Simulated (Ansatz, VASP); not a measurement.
# AlRu: VASP beside Ansatz

Contents of INCAR:

```
PREC = Accurate ; ENCUT = 520
EDIFF = 1E-6 ; ISMEAR = 0
SIGMA = 0.15 ; LREAL = False
LASPH = True ; NELM = 80
ALGO = Fast ; ISIF = 2
LWAVE = False ; LCHARG = True
GGA = PE ; LELF = True
LVHAR = True ; NBANDS = 16
```

Contents of KPOINTS:

```
regular mesh
0
Gamma
  16 16 16
```

POSCAR

```
AlRu
1.0
    2.9916000000      0.0000000000      0.0000000000
    0.0000000000      2.9916000000      0.0000000000
    0.0000000000      0.0000000000      3.0963060000
Al Ru
1 1
Direct
    0.0000000000      0.0000000000      0.0000000000
    0.5000000000      0.5000000000      0.5000000000
```

Input for Ansatz:

```yaml
crystal:
  lattice:
    - [2.9916, 0.0, 0.0]
    - [0.0, 2.9916, 0.0]
    - [0.0, 0.0, 3.096306]
  atoms:
    - { symbol: Al, position: [0.0, 0.0, 0.0] }
    - { symbol: Ru, position: [0.5, 0.5, 0.5] }
basis:
  ecutwfc: 420
kpoints:
  mp_grid: { grid: [16, 16, 16] }
hamiltonian:
  xc: pbe
scf:
  occupations: { method: gaussian, width: 0.15 }
output:
  forces: true
  stress: true
  eigenvalues: true
  write_density: true
  write_potential: true
  elf: true
  volumetric_format: npy
```

Change from the starting cell: strain +0.0350 x Voigt [0, 0, 1, 0, 0, 0], atoms carried along.

Alike in both runs: task single point; functional PBE; k mesh 16 × 16 × 16; occupations gaussian, width 0.15 eV; no spin polarisation.

```csv
,VASP,Ansatz
version,VASP 6.6.1,Ansatz 0.2.0
potentials or method,"VASP PAW PBE potentials, release 64 (Al, Ru_pv), cutoff 520 eV","scalar-relativistic, plane waves, PAW"
valence electrons in the cell,17,19
```

Ansatz gave:

```
gap on the k mesh at the Fermi level (eV)                     : none
pressure (GPa)                                                : -4.1
traceless stress, the component that is largest in VASP (GPa) : -3.48
```

Question: What did VASP give for the same quantities?

Answer: gap on the k mesh at the Fermi level (eV): none; pressure (GPa): -4.2; traceless stress, the component that is largest in VASP (GPa): -3.49.

A gap of «none» marks a metal or a gap that the smearing closes. VASP's potentials hold 17 valence electrons a cell and Ansatz's 19, so a difference there can come from the potentials and not from the codes.
